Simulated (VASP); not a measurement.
Set up this calculation in VASP 6.6.1, as the native input.

| Quantity | Value |
| --- | --- |
| Task | single point |
| Functional | PBE |
| Potentials or basis | VASP PAW PBE potentials, release 64 (C, Si) |
| Cutoff | 520 eV |
| k mesh | 9 × 9 × 1 |
| Occupations | gaussian, width 0.05 eV |
| Spin | collinear spin |
| Starting moments | [0.0, 0.0, 0.0, 0.0, 2.0, 0.0, 0.0, 0.0, 0.0] μB |
| Dipole correction | yes |
| Further INCAR settings | ALGO = Normal; EDIFF = 1e-07; NBANDS = 32 |

The structure of Si4C5 lies in POSCAR:

```
Si4C5
1.0
    3.0920147208      0.0000000000      0.0000000000
   -1.5460073604      2.6777632971      0.0000000000
    0.0000000000      0.0000000000     25.2337106667
C Si
5 4
Direct
    0.3333333333      0.6666666667      0.1585181051
    0.6666666667      0.3333333333      0.2590546646
    0.3333333333      0.6666666667      0.3607902149
    0.6666666667      0.3333333333      0.4623551549
    0.7777777778      0.2222222222      0.5272197515
    0.6666666667      0.3333333333      0.1834768895
    0.3333333333      0.6666666667      0.2840134490
    0.6666666667      0.3333333333      0.3842867907
    0.3333333333      0.6666666667      0.4848161584
```

The input as run:

INCAR

```
SYSTEM = Si4C5
PREC = Accurate
ENCUT = 520
EDIFF = 1E-7
ISMEAR = 0
SIGMA = 0.05
LREAL = .False.
LASPH = .True.
NELM = 150
ALGO = Normal
ISIF = 2
LWAVE = .False.
LCHARG = .False.
ISPIN = 2
MAGMOM = 0 0 0 0 2 0 0 0 0
LORBIT = 11
LDIPOL = .True.
IDIPOL = 3
DIPOL = 0.5 0.5 0.345
GGA = PE
NBANDS = 32
LUSENCCL = .False.
```

KPOINTS

```
Automatic mesh
0
Gamma
  9 9 1
  0 0 0
```

Potentials or basis: VASP PAW PBE potentials, release 64 (C, Si).

Launch:

```bash
$ cat potpaw_PBE.64/C/POTCAR potpaw_PBE.64/Si/POTCAR > POTCAR
$ mpirun -np 1 vasp_std > vasp.out
```

It gave:

| Item | Value |
| --- | --- |
| Largest force | 3.116 eV/Å |
| Band gap on the k mesh | zero (filled and empty bands overlap) |
| Net moment | -0.01 μB per cell |
| Site moments | C -0.36, -0.05, -0.00, +0.06, +0.36; Si +0.01, -0.01, +0.00, +0.04 μB |
| Valence electrons inside the program's atomic spheres | C 2.40, 2.53, 2.54, 2.28 (each value once); Si 1.67, 1.65, 1.64 (each value once) |

Wall time 7.5 min on 1 × NVIDIA H100 80GB with 1 thread of AMD EPYC 7R13 Processor (Zen 3), on a shared host, peak memory 1.5 GiB.
